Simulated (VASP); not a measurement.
# PbSe (R-3m) in VASP: notebook

PbSe is run at these levels: PBEsol; tasks: single point.

All numbers are computed with VASP 6.6.1; they aren't measurements. Logs are shortened: lines on timing, memory, paths and dates and some standing lists are left out, and cuts for length are marked.

## (1) The cell of the first run

The structure is trigonal, space group R-3m (No. 166). The conventional cell has a = 4.374 Å, b = 4.374 Å, c = 10.395 Å, α = 90.00°, β = 90.00°, γ = 120.00°. Pb (site symmetry -3m) has 6 Se at 3.06 Å within 4.0 Å. Within 4.0 Å of Se (site symmetry -3m) lie 6 Pb at 3.06 Å.

## (2) Single point, PBEsol (equal xy, yz and zx shear strains of -2 %)

INCAR

```
SYSTEM = PbSe
ALGO     = Normal         ! electronic algorithm
EDIFF    = 1E-6           ! SCF threshold, eV
ENCUT    = 520            ! plane-wave cutoff, eV
GGA      = PS             ! functional
ISIF     = 2              ! what is computed and relaxed
ISMEAR   = -1             ! smearing method
LASPH    = .True.         ! aspherical terms in the spheres
LCHARG   = .False.        ! write CHGCAR
LREAL    = .False.        ! projectors in reciprocal space
LWAVE    = .False.        ! write WAVECAR
NBANDS   = 17             ! bands
NELM     = 80             ! most SCF steps
PREC     = Accurate       ! precision mode
SIGMA    = 0.02           ! smearing width, eV
```

KPOINTS

```
k-points
0
Gamma
  7 7 7
  0 0 0
```

POSCAR

```
PbSe
1.0
   -0.0612430000      3.0315285000      3.0315285000
    3.0315285000     -0.0612430000      3.0315285000
    3.0315285000      3.0315285000     -0.0612430000
Pb Se
1 1
Direct
    0.0000000000      0.0000000000      0.0000000000
    0.5000000000      0.5000000000      0.5000000000
```

Potentials or basis: VASP PAW PBE potentials, release 64 (Pb_d, Se).

The run is started by

```sh
$ cat potpaw_PBE.64/Pb_d/POTCAR potpaw_PBE.64/Se/POTCAR > POTCAR
$ mpirun -np 1 vasp_std > vasp.out
```

OUTCAR:

```text
SYSTEM = PbSe
   EDIFF = 1E-6
   ENCUT = 520
   GGA = PS
   ISIF = 2
   ISMEAR = -1
   LASPH = .True.
   LREAL = .False.
   NELM = 80
   PREC = Accurate

 ion  position               nearest neighbor table
   1  0.000  0.000  0.000-   2 3.06   2 3.06   2 3.06   2 3.06   2 3.06   2 3.06
   2  0.500  0.500  0.500-   1 3.06   1 3.06   1 3.06   1 3.06   1 3.06   1 3.06

  LATTYP: Found a trigonal (rhomboedric) cell.
 ALAT       =     4.2876661248
 COS(alpha) =     0.4797000918

  Lattice vectors:

 A1 = (  -0.0612430000,   3.0315285000,   3.0315285000)
 A2 = (   3.0315285000,  -0.0612430000,   3.0315285000)
 A3 = (   3.0315285000,   3.0315285000,  -0.0612430000)

Analysis of symmetry for initial positions (statically):
=====================================================================
 Subroutine PRICEL returns:
 Original cell was already a primitive cell.

 Routine SETGRP: Setting up the symmetry group for a
 trigonal (rhombohedral) supercell.

 Subroutine GETGRP returns: Found 12 space group operations
 (whereof 12 operations were pure point group operations)
 out of a pool of 12 trial point group operations.

The static configuration has the point symmetry D_3d.

Analysis of symmetry for dynamics (positions and initial velocities):
=====================================================================
 Subroutine PRICEL returns:
 Original cell was already a primitive cell.

 Routine SETGRP: Setting up the symmetry group for a
 trigonal (rhombohedral) supercell.

 Subroutine GETGRP returns: Found 12 space group operations
 (whereof 12 operations were pure point group operations)
 out of a pool of 12 trial point group operations.

The dynamic configuration has the point symmetry D_3d.

 Subroutine INISYM returns: Found 12 space group operations
 (whereof 12 operations are pure point group operations),
 and found     1 'primitive' translations

----------------------------------------------------------------------------------------

                                     Primitive cell

  volume of cell :      57.4088

  direct lattice vectors                    reciprocal lattice vectors
    -0.061243000  3.031528500  3.031528500    -0.160017628  0.163316960  0.163316960
     3.031528500 -0.061243000  3.031528500     0.163316960 -0.160017628  0.163316960
     3.031528500  3.031528500 -0.061243000     0.163316960  0.163316960 -0.160017628

  length of vectors
     4.287666125  4.287666125  4.287666125     0.280981317  0.280981317  0.280981317

  position of ions in fractional coordinates (direct lattice)
     0.000000000  0.000000000  0.000000000
     0.500000000  0.500000000  0.500000000

  ion indices of the primitive-cell ions
   primitive index   ion index
                 1           1
                 2           2

----------------------------------------------------------------------------------------

 KPOINTS: k-points

Automatic generation of k-mesh.
 Grid dimensions read from file:
 generate k-points for:    7    7    7

 Generating k-lattice:

  Cartesian coordinates                     Fractional coordinates (reciprocal lattice)
    -0.022859661  0.023330994  0.023330994     0.142857143  0.000000000  0.000000000
     0.023330994 -0.022859661  0.023330994     0.000000000  0.142857143  0.000000000
     0.023330994  0.023330994 -0.022859661     0.000000000  0.000000000  0.142857143

  Length of vectors
     0.040140188  0.040140188  0.040140188

  Shift w.r.t. Gamma in fractional coordinates (k-lattice)
     0.000000000  0.000000000  0.000000000

 Subroutine IBZKPT returns following result:
 ===========================================

 Found     44 irreducible k-points:

 Following reciprocal coordinates:
            Coordinates               Weight
  0.000000  0.000000  0.000000      1.000000
  0.142857  0.000000 -0.000000      6.000000
  0.285714  0.000000  0.000000      6.000000
  0.428571  0.000000  0.000000      6.000000
  0.142857  0.142857  0.000000      6.000000
  0.285714  0.142857  0.000000     12.000000
[... 16 lines left out ...]
  0.285714  0.285714  0.142857      6.000000
  0.428571  0.285714  0.142857     12.000000
 [... further k-points ...]
   k-points           NKPTS =     44   k-points in BZ     NKDIM =     44   number of bands    NBANDS=     17
   number of dos      NEDOS =    301   number of ions     NIONS =      2
   total plane-waves  NPLWV =  32768
   dimension x,y,z NGX =    32 NGY =   32 NGZ =   32
   dimension x,y,z NGXF=    64 NGYF=   64 NGZF=   64
   ions per type =               1   1
   NGX,Y,Z   is equivalent  to a cutoff of  12.41, 12.41, 12.41 a.u.
   NGXF,Y,Z  is equivalent  to a cutoff of  24.81, 24.81, 24.81 a.u.
 SYSTEM =  PbSe
   PREC   = accura    normal or accurate (medium, high low for compatibility)
   ISTART =      0    job   : 0-new  1-cont  2-samecut
   ICHARG =      2    charge: 1-file 2-atom 10-const
   ISPIN  =      1    spin polarized calculation?
   LNONCOLLINEAR =      F non collinear calculations
   LSORBIT =      F    spin-orbit coupling
   LASPH  =      T    aspherical Exc in radial PAW
   ENCUT  =  520.0 eV  38.22 Ry    6.18 a.u.   7.97  7.97  7.97*2*pi/ulx,y,z
   NELM   =     80;   NELMIN=  2; NELMDL= -5     # of ELM steps
   EDIFF  = 0.1E-05   stopping-criterion for ELM
   LREAL  =      F    real-space projection
   EDIFFG = 0.1E-04   stopping-criterion for IOM
   NSW    =      0    number of steps for IOM
   IBRION =     -1    ionic relax: 0-MD 1-quasi-New 2-CG
   NFREE  =      0    steps in history (QN), initial steepest desc. (CG)
   ISIF   =      2    stress and relaxation
   ISYM   =      2    0-nonsym 1-usesym 2-fastsym
   POTIM  = 0.5000    time-step for ionic-motion
   TEBEG  =    0.0;   TEEND  =   0.0 temperature during run
   PSTRESS=    0.0 pullay stress
   NELECT =      20.0000    total number of electrons
   NUPDOWN=      -1.0000    fix difference up-down
   EMIN   =  10.00;   EMAX   =-10.00  energy-range for DOS
   EFERMI =   0.00;   METHOD = LEGACY
   ISMEAR =    -1;   SIGMA  =   0.02  broadening in eV -4-tet -1-fermi 0-gaus
   EFERMI_NEDOS =   21; number of points for ismear=-14 and -15
   IALGO  =     38    algorithm
   IMIX   =      4    mixing-type and parameters
     AMIX     =   0.40;   BMIX     =  1.00
     AMIX_MAG =   1.60;   BMIX_MAG =  1.00
  volume/ion in A,a.u.               =      28.70       193.71
  Fermi-wavevector in a.u.,A,eV,Ry     =   1.151928  2.176829 18.054097  1.326939
  Thomas-Fermi vector in A             =   2.288583
   LORBIT       =      0    0 simple, 1 ext, 2 COOP (PROOUT), +10 PAW based schemes
   GGA     = PS    functional components
   LHFCALC =     F    Hartree Fock is set to
   AEXX    =    0.0000 exact exchange contribution
   IVDW    =     0    specifies the selected vdW correction
   LEPSILON=     F    determine dielectric tensor
   LRPA    =     F    only Hartree local field effects (RPA)
 non-spin polarized calculation
  energy-cutoff  :      520.00
  volume of cell :       57.41
 maximum number of plane-waves:      1558
   NGX = 15   NGY = 15   NGZ = 15

 number of electron      19.9999998 magnetization

 Free energy of the ion-electron system (eV)
  ---------------------------------------------------
  ext. energy  EPLUGINS =         0.00000000
  ---------------------------------------------------
  free energy    TOTEN  =        -8.91526498 eV

  energy without entropy =       -8.91526498  energy(sigma->0) =       -8.91526498

 E-fermi :   4.9851     XC(G=0):  -9.7155

 val. band max:        4.6530910799   @ k =   0.4286   0.0000   0.0000
 cond. band min:       5.2944768498   @ k =   0.4286   0.4286   0.4286
 fundamental gap:      0.6413857699
 Fermi energy:         4.9850717983

 k-point     1 :       0.0000    0.0000    0.0000
  band No.  band energies     occupation
      1     -11.8552      2.00000
      2     -11.8552      2.00000
      3     -11.8524      2.00000
      4     -11.8444      2.00000
      5     -11.8444      2.00000
      6      -8.7011      2.00000
[... 9 lines left out ...]
     16      11.6258      0.00000
     17      12.9177      0.00000

 k-point     2 :       0.1429    0.0000   -0.0000
  band No.  band energies     occupation
      1     -11.8590      2.00000
      2     -11.8561      2.00000
      3     -11.8472      2.00000
      4     -11.8456      2.00000
      5     -11.8397      2.00000
      6      -8.5485      2.00000
[... 9 lines left out ...]
     16      12.0124      0.00000
     17      14.2862      0.00000

 k-point     3 :       0.2857    0.0000    0.0000
  band No.  band energies     occupation
      1     -11.8693      2.00000
      2     -11.8632      2.00000
      3     -11.8468      2.00000
      4     -11.8322      2.00000
      5     -11.8275      2.00000
      6      -8.1435      2.00000
[... 9 lines left out ...]
     16      13.1273      0.00000
     17      16.3713      0.00000

 k-point     4 :       0.4286    0.0000    0.0000
  band No.  band energies     occupation
      1     -11.8779      2.00000
      2     -11.8702      2.00000
      3     -11.8464      2.00000
      4     -11.8204      2.00000
      5     -11.8175      2.00000
      6      -7.7146      2.00000
[... 9 lines left out ...]
     16      14.6593      0.00000
     17      15.5582      0.00000

 k-point     5 :       0.1429    0.1429    0.0000
  band No.  band energies     occupation
      1     -11.8650      2.00000
      2     -11.8536      2.00000
      3     -11.8486      2.00000
      4     -11.8429      2.00000
      5     -11.8388      2.00000
      6      -8.4921      2.00000
[... 9 lines left out ...]
     16      12.7042      0.00000
     17      13.6565      0.00000

 k-point     6 :       0.2857    0.1429    0.0000
  band No.  band energies     occupation
      1     -11.8815      2.00000
      2     -11.8548      2.00000
      3     -11.8501      2.00000
      4     -11.8327      2.00000
      5     -11.8286      2.00000
      6      -8.1617      2.00000
[... 9 lines left out ...]
     16      13.8094      0.00000
     17      15.1874      0.00000

 k-point     7 :       0.4286    0.1429   -0.0000
  band No.  band energies     occupation
      1     -11.8932      2.00000
      2     -11.8606      2.00000
      3     -11.8476      2.00000
      4     -11.8255      2.00000
      5     -11.8179      2.00000
      6      -7.7200      2.00000
[... 9 lines left out ...]
     16      15.1334      0.00000
     17      15.8398      0.00000

 k-point     8 :      -0.4286    0.1429   -0.0000
  band No.  band energies     occupation
      1     -11.8916      2.00000
      2     -11.8665      2.00000
      3     -11.8427      2.00000
      4     -11.8234      2.00000
      5     -11.8185      2.00000
      6      -7.5533      2.00000
[... 9 lines left out ...]
     16      14.5117      0.00000
     17      15.9888      0.00000
[... 203 lines left out ...]
      1     -11.8720      2.00000
      2     -11.8708      2.00000
      3     -11.8462      2.00000
      4     -11.8274      2.00000
      5     -11.8257      2.00000
      6      -7.8601      2.00000
[... 9 lines left out ...]
     16      15.0922      0.00000
     17      15.6736      0.00000

 k-point    20 :      -0.4286    0.1429    0.1429
  band No.  band energies     occupation
      1     -11.8855      2.00000
      2     -11.8719      2.00000
      3     -11.8425      2.00000
      4     -11.8261      2.00000
      5     -11.8165      2.00000
      6      -7.5483      2.00000
[... 9 lines left out ...]
     16      14.1352      0.00000
     17      15.9399      0.00000

 k-point    21 :      -0.2857    0.1429    0.1429
  band No.  band energies     occupation
      1     -11.8884      2.00000
      2     -11.8648      2.00000
      3     -11.8457      2.00000
      4     -11.8309      2.00000
      5     -11.8153      2.00000
      6      -7.7255      2.00000
[... 9 lines left out ...]
     16      14.8778      0.00000
     17      15.4115      0.00000

 k-point    22 :      -0.1429    0.1429    0.1429
  band No.  band energies     occupation
      1     -11.8793      2.00000
      2     -11.8547      2.00000
      3     -11.8530      2.00000
      4     -11.8361      2.00000
      5     -11.8251      2.00000
      6      -8.1674      2.00000
[... 9 lines left out ...]
     16      13.5255      0.00000
     17      15.1840      0.00000

 k-point    23 :       0.2857    0.2857    0.1429
  band No.  band energies     occupation
      1     -11.8800      2.00000
      2     -11.8556      2.00000
      3     -11.8482      2.00000
      4     -11.8344      2.00000
      5     -11.8286      2.00000
      6      -8.1489      2.00000
[... 9 lines left out ...]
     16      13.6172      0.00000
     17      15.3414      0.00000

 k-point    24 :       0.4286    0.2857    0.1429
  band No.  band energies     occupation
      1     -11.9013      2.00000
      2     -11.8543      2.00000
      3     -11.8512      2.00000
      4     -11.8240      2.00000
      5     -11.8220      2.00000
      6      -7.7884      2.00000
[... 9 lines left out ...]
     16      14.7669      0.00000
     17      15.6831      0.00000

 [... further k-points ...]

------------------------ aborting loop because EDIFF is reached ----------------------------------------

  FORCE on cell =-STRESS in cart. coord.  units (eV):
  Direction    XX          YY          ZZ          XY          YZ          ZX
  --------------------------------------------------------------------------------------
  -------------------------------------------------------------------------------------
  Total       -0.2273448     -0.2273448     -0.2273448      0.1207721      0.1207721      0.1207721
  in kB       -6.3447910     -6.3447910     -6.3447910      3.3705366      3.3705366      3.3705366
  external PRESSURE =      -6.3447910 kB  Pullay stress =       0.0000000 kB

 VOLUME and BASIS-vectors are now :
 -----------------------------------------------------------------------------
  energy-cutoff  :      520.00
  volume of cell :       57.41
      direct lattice vectors                 reciprocal lattice vectors
    -0.061243000  3.031528500  3.031528500    -0.160017628  0.163316960  0.163316960
     3.031528500 -0.061243000  3.031528500     0.163316960 -0.160017628  0.163316960
     3.031528500  3.031528500 -0.061243000     0.163316960  0.163316960 -0.160017628

 POSITION                                       TOTAL-FORCE (eV/Angst)
 -----------------------------------------------------------------------------------
      0.00000      0.00000      0.00000         0.000000      0.000000      0.000000
      3.00091      3.00091      3.00091         0.000000     -0.000000     -0.000000
 -----------------------------------------------------------------------------------
    total drift:                                0.000000     -0.000000     -0.000000

  FREE ENERGIE OF THE ION-ELECTRON SYSTEM (eV)
  ---------------------------------------------------
  free  energy   TOTEN  =        -8.9152649802 eV

  energy  without entropy=       -8.9152649787  energy(sigma->0) =       -8.91526498
```

Run time: 34 s. Hardware: 1 thread of Intel Xeon 8259CL, shared host; peak memory 0.2 GiB.

What came out:

- Free energy: -8.9153 eV
- Pressure: -0.6 GPa
- Band gap on the k mesh: 0.64 eV (least direct gap 0.78 eV)

Caveat: the cell differs from its parent crystal (equal xy, yz and zx shear strains of -2 %); the PAW data sets were made with another functional, which shifts forces and pressure a little; spin-orbit coupling is left out, which moves the levels of the heavy elements; an odd mesh through Γ misses points on the zone boundary, where band edges can lie.

## (3) Single point, PBEsol (equal xy, yz and zx shear strains of +1 %)

INCAR

```
SYSTEM = PbSe
PREC = Accurate ; ENCUT = 520
EDIFF = 1E-6 ; ISMEAR = -1
SIGMA = 0.02 ; LREAL = .False.
LASPH = .True. ; NELM = 100
ALGO = Normal ; ISIF = 2
LWAVE = .False. ; LCHARG = .False.
GGA = PS ; NBANDS = 17
```

KPOINTS

```
Automatic mesh
0
Gamma
  7 7 7
  0 0 0
```

POSCAR

```
PbSe
1.0
    0.0306215000      3.0774607500      3.0774607500
    3.0774607500      0.0306215000      3.0774607500
    3.0774607500      3.0774607500      0.0306215000
Pb Se
1 1
Direct
    0.0000000000      0.0000000000      0.0000000000
    0.5000000000      0.5000000000      0.5000000000
```

Potentials or basis: VASP PAW PBE potentials, release 64 (Pb_d, Se).

The run is started by

```sh
$ cat potpaw_PBE.64/Pb_d/POTCAR potpaw_PBE.64/Se/POTCAR > POTCAR
$ mpirun -np 1 vasp_std > vasp.out
```

Run time: 38 s. Hardware: 1 thread of Intel Xeon 8259CL, shared host; peak memory 0.2 GiB.

Results (log left out):

| Quantity | Value |
| --- | --- |
| Free energy | -8.9180 eV |
| Pressure | -0.6 GPa |
| Band gap on the k mesh | 0.74 eV (least direct gap 0.81 eV) |

Stress tensor (GPa, compression positive):
```
-0.63 -0.18 -0.18
-0.18 -0.63 -0.18
-0.18 -0.18 -0.63
```

Levels at points of the mesh, in eV from the valence-band top:
```csv
k point,band 6,band 7,band 8,band 9,band 10,band 11,band 12,band 13,band 14,band 15
"(0.00, 0.00, 0.00)",-13.38,-6.12,-1.73,-1.60,-1.60,4.89,4.89,4.91,6.54,6.74
```

Caveat: the cell differs from its parent crystal (equal xy, yz and zx shear strains of +1 %); the PAW data sets were made with another functional, which shifts forces and pressure a little; spin-orbit coupling is left out, which moves the levels of the heavy elements; an odd mesh through Γ misses points on the zone boundary, where band edges can lie.

(Part 1 of 2 ends here.)
